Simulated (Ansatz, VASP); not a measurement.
## Two plane-wave programs on Se

POSCAR

```
Se
1.0
   -1.7158497208      1.7158497208      1.7158497208
    1.7158497208     -1.7158497208      1.7158497208
    1.7158497208      1.7158497208     -1.7158497208
Se
1
Direct
    0.0000000000      0.0000000000      0.0000000000
```

File INCAR.step1:

```
SYSTEM = Se
ALGO     = Normal         ! electronic algorithm
EDIFF    = 1E-5           ! SCF threshold, eV
ENCUT    = 550            ! plane-wave cutoff, eV
GGA      = PE             ! functional
GGA_COMPAT= .False.      
ISMEAR   = 0              ! smearing method
LASPH    = .True.         ! aspherical terms in the spheres
LCHARG   = .False.        ! write CHGCAR
LREAL    = .False.        ! projectors in reciprocal space
LWAVE    = .True.         ! write WAVECAR
NBANDS   = 9              ! bands
NELM     = 120            ! most SCF steps
PREC     = Accurate       ! precision mode
SIGMA    = 0.1            ! smearing width, eV
```

INCAR.step2

```
SYSTEM = Se
ALGO     = Normal         ! electronic algorithm
EDIFF    = 1E-6           ! SCF threshold, eV
ENCUT    = 550            ! plane-wave cutoff, eV
GGA_COMPAT= .False.      
ISIF     = 2              ! what is computed and relaxed
ISMEAR   = 0              ! smearing method
ISTART   = 1            
LASPH    = .True.         ! aspherical terms in the spheres
LCHARG   = .False.        ! write CHGCAR
LMIXTAU  = .True.       
LREAL    = .False.        ! projectors in reciprocal space
LWAVE    = .False.        ! write WAVECAR
METAGGA  = R2SCAN         ! meta-GGA
NBANDS   = 9              ! bands
NELM     = 120            ! most SCF steps
PREC     = Accurate       ! precision mode
SIGMA    = 0.1            ! smearing width, eV
```

File KPOINTS:

```
k-points
0
Gamma
  18 18 18
  0 0 0
```

Input for Ansatz:

```yaml
crystal:
  lattice:
    - [-1.7158497208, 1.7158497208, 1.7158497208]
    - [1.7158497208, -1.7158497208, 1.7158497208]
    - [1.7158497208, 1.7158497208, -1.7158497208]
  atoms:
    - { symbol: Se, position: [0.0, 0.0, 0.0] }
basis:
  ecutwfc: 500
kpoints:
  mp_grid: { grid: [18, 18, 18] }
hamiltonian:
  xc: r2scan
scf:
  occupations: { method: gaussian, width: 0.1 }
output:
  forces: true
  stress: true
  eigenvalues: true
  populations: true
```

Alike in both runs: task single point; functional r2SCAN; k mesh 18 × 18 × 18; occupations gaussian, width 0.1 eV; no spin polarisation.

```csv
,VASP,Ansatz
version,VASP 6.6.1,Ansatz 0.2.0
potentials or method,"VASP PAW PBE potentials, release 64 (Se), cutoff 550 eV","scalar-relativistic, plane waves, PAW"
valence electrons in the cell,6,16
```

|  | VASP | Ansatz | Ansatz less VASP |
| --- | --- | --- | --- |
| gap on the k mesh at the Fermi level (eV) | none | none | - |
| pressure (GPa) | 0.0 | 0.1 | +0.09 |

VASP's potentials were made for PBE, not for r2SCAN. A gap of «none» marks a metal or a gap that the smearing closes. VASP's potentials hold 6 valence electrons a cell and Ansatz's 16, so a difference there can come from the potentials and not from the codes.
